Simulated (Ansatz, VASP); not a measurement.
**CuO in VASP and in Ansatz**

```
CELL_PARAMETERS angstrom
2.90279 0.01283 -0.03408
0.05222 2.84489 0.00261
-0.04356 0.02263 5.27315
ATOMIC_POSITIONS crystal
Cu 0.51070 0.00534 0.49840
Cu 0.05379 0.47809 0.99029
O 0.95681 0.97912 0.24962
O 0.02539 0.00127 0.76859
```

Change from the starting cell: kmesh displaced: [8, 8, 4] Gamma-centred.

Alike in both runs: task single point; functional PBEsol; k mesh 8 × 8 × 4; occupations gaussian, width 0.1 eV; no spin polarisation.

|  | VASP | Ansatz |
| --- | --- | --- |
| version | VASP 6.6.1 | Ansatz 0.2.0 |
| potentials or method | VASP PAW PBE potentials, release 64 (Cu, O), cutoff 520 eV | scalar-relativistic, plane waves, PAW |
| valence electrons in the cell | 34 | 50 |

|  | VASP | Ansatz | Ansatz less VASP |
| --- | --- | --- | --- |
| gap on the k mesh at the Fermi level (eV) | none | none | - |
| pressure (GPa) | -2.7 | -3.4 | -0.70 |
| traceless stress, the component that is largest in VASP (GPa) | 6.25 | 6.20 | -0.051 |
| rms of the force components (eV/Å) | 0.991 | 0.962 | -0.0281 |

VASP's potentials were made for PBE, not for PBEsol. Atom by atom the forces differ by 0.034 eV/Å (rms over components). A gap of «none» marks a metal or a gap that the smearing closes. VASP's potentials hold 34 valence electrons a cell and Ansatz's 50, so a difference there can come from the potentials and not from the codes.
